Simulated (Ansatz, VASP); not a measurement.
**InSb in VASP and in Ansatz**

The input INCAR:

```
  PREC = Accurate
  ENCUT = 400
  EDIFF = 1E-6
  ISMEAR = 0
  SIGMA = 0.1
  LREAL = False
  LASPH = True
  NELM = 120
  ALGO = Normal
  ISIF = 2
  LWAVE = False
  LCHARG = False
  LDIPOL = True
  IDIPOL = 3
  DIPOL = 0.5 0.5 0.391
  GGA = PE
  NBANDS = 86
  GGA_COMPAT = False
  NELMDL = -8
```

The input KPOINTS:

```
regular mesh
0
Gamma
  3 3 1
```

Contents of POSCAR:

```
InSb
1.0
    9.3830948359      0.0000000000      0.0000000000
   -4.6915474179      8.1259984940      0.0000000000
    0.0000000000      0.0000000000     26.6773905325
Sb In
8 8
Direct
    0.5000000000      0.0000000000      0.2998794050
    0.5000000000      0.5000000000      0.2998794050
    0.0000000000      0.0000000000      0.2998794050
    0.0000000000      0.5000000000      0.2998794050
    0.6622359108      0.8250242407      0.4493506765
    0.6492386021      0.3245704045      0.4516039017
    0.1664499091      0.8302064350      0.4484921328
    0.1585838246      0.3248003346      0.4495033813
    0.1666666667      0.8333333333      0.3357771479
    0.1666666667      0.3333333333      0.3357771479
    0.6666666667      0.8333333333      0.3357771479
    0.6666666667      0.3333333333      0.3357771479
    0.3275623201      0.6584051790      0.4777782022
    0.3165292152      0.1557592230      0.4865185138
    0.8333745445      0.6606884590      0.4776654811
    0.8225507304      0.1607124435      0.4764142454
```

Input for Ansatz:

```yaml
crystal:
  lattice:
    - [9.3830948359, 0.0, 0.0]
    - [-4.6915474179, 8.125998494, 0.0]
    - [0.0, 0.0, 26.6773905325]
  atoms:
    - { symbol: Sb, position: [0.5, 0.0, 0.299879405] }
    - { symbol: Sb, position: [0.5, 0.5, 0.299879405] }
    - { symbol: Sb, position: [0.0, 0.0, 0.299879405] }
    - { symbol: Sb, position: [0.0, 0.5, 0.299879405] }
    - { symbol: In, position: [0.1666666667, 0.8333333333, 0.3357771479] }
    - { symbol: In, position: [0.1666666667, 0.3333333333, 0.3357771479] }
    - { symbol: In, position: [0.6666666667, 0.8333333333, 0.3357771479] }
    - { symbol: In, position: [0.6666666667, 0.3333333333, 0.3357771479] }
    - { symbol: Sb, position: [0.6622359108, 0.8250242407, 0.4493506765] }
    - { symbol: Sb, position: [0.6492386021, 0.3245704045, 0.4516039017] }
    - { symbol: Sb, position: [0.1664499091, 0.830206435, 0.4484921328] }
    - { symbol: Sb, position: [0.1585838246, 0.3248003346, 0.4495033813] }
    - { symbol: In, position: [0.3275623201, 0.658405179, 0.4777782022] }
    - { symbol: In, position: [0.3165292152, 0.155759223, 0.4865185138] }
    - { symbol: In, position: [0.8333745445, 0.660688459, 0.4776654811] }
    - { symbol: In, position: [0.8225507304, 0.1607124435, 0.4764142454] }
basis:
  ecutwfc: 420
kpoints:
  mp_grid: { grid: [3, 3, 1] }
hamiltonian:
  xc: pbe
scf:
  occupations: { method: gaussian, width: 0.1 }
output:
  forces: true
  eigenvalues: true
  write_density: true
  volumetric_format: npy
efield:
  axis: 3
  dipole_correction: true
  ramp_width: 0.04
```

Alike in both runs: task single point; functional PBE; k mesh 3 × 3 × 1; occupations gaussian, width 0.1 eV; no spin polarisation.

```csv
,VASP,Ansatz
version,VASP 6.6.1,Ansatz 0.2.0
potentials or method,"VASP PAW PBE potentials, release 64 (Sb, In_d), cutoff 400 eV","scalar-relativistic, plane waves, PAW"
valence electrons in the cell,144,224
```

Ansatz gave:

```
gap on the k mesh at the Fermi level (eV) : none
rms of the force components (eV/Å)        : 0.105
```

Estimate VASP's values.

gap on the k mesh at the Fermi level (eV): none; rms of the force components (eV/Å): 0.102.

A gap of «none» marks a metal or a gap that the smearing closes. With one functional, cell and mesh, what is left measures potentials, basis and numerics. VASP's potentials hold 144 valence electrons a cell and Ansatz's 224, so a difference there can come from the potentials and not from the codes.

Neither program's run includes spin-orbit coupling.
